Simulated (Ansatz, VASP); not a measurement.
## Be2C: VASP beside Ansatz

Contents of INCAR:

```
  PREC = Accurate
  ENCUT = 520
  EDIFF = 1E-7
  ISMEAR = 0
  SIGMA = 0.01
  LREAL = F
  LASPH = T
  NELM = 120
  ALGO = Normal
  ISIF = 2
  LWAVE = F
  LCHARG = F
  GGA = PS
  IBRION = 2
  NSW = 50
  EDIFFG = -0.002
  GGA_COMPAT = F
  NELMIN = 4
```

File KPOINTS:

```
regular mesh
0
Gamma
  8 8 8
```

File POSCAR:

```
Be2C
1.0
   -0.0107768844      2.1499884392      2.1499884392
    2.1499884392     -0.0107768844      2.1499884392
    2.1499884392      2.1499884392     -0.0107768844
Be C
2 1
Direct
    0.2500000000      0.2500000000      0.2500000000
    0.7500000000      0.7500000000      0.7500000000
    0.0000000000      0.0000000000      0.0000000000
```

Input for Ansatz:

```yaml
crystal:
  lattice:
    - [-0.01077688441, 2.14998843925, 2.14998843925]
    - [2.14998843925, -0.01077688441, 2.14998843925]
    - [2.14998843925, 2.14998843925, -0.01077688441]
  atoms:
    - { symbol: Be, position: [0.25, 0.25, 0.25] }
    - { symbol: Be, position: [0.75, 0.75, 0.75] }
    - { symbol: C, position: [0.0, 0.0, 0.0] }
kpoints:
  mp_grid: { grid: [8, 8, 8] }
scf:
  occupations: { method: fixed }
  convergence: { dr2_threshold: 1.0e-10 }
hamiltonian:
  xc: pbesol
  pseudopotentials: { kind: all_electron, lapw: { basis_error: 0.0005 } }
output:
  forces: true
  stress: true
  eigenstates:
    kpoints:
      - [0.0, 0.0, 0.0]
      - [0.0, -0.5, -0.5]
      - [-0.5, 0.0, -0.5]
      - [-0.5, -0.5, 0.0]
      - [-0.5, 0.0, 0.0]
      - [0.0, -0.5, 0.0]
      - [0.0, 0.0, -0.5]
      - [-0.5, -0.5, -0.5]
relax:
  f_tol: 0.002
  max_steps: 30
```

Change from the starting cell: equal xy, yz and zx engineering shears of -0.5 %.

Alike in both runs: task relaxation of the atoms; functional PBEsol; k mesh 8 × 8 × 8; no spin polarisation.

|  | VASP | Ansatz |
| --- | --- | --- |
| version | VASP 6.6.1 | Ansatz 0.2.0 |
| potentials or method | VASP PAW PBE potentials, release 64 (Be, C), cutoff 520 eV | all-electron LAPW, scalar-relativistic |
| occupations | gaussian, width 0.01 eV | fixed |

```csv
,VASP,Ansatz,Ansatz less VASP
"gap on the k mesh at the Fermi level, each at its own relaxed structure (eV)",1.04,1.06,+0.013
```

VASP's potentials were made for PBE, not for PBEsol. Ansatz ran all-electron here, and VASP with PAW potentials.
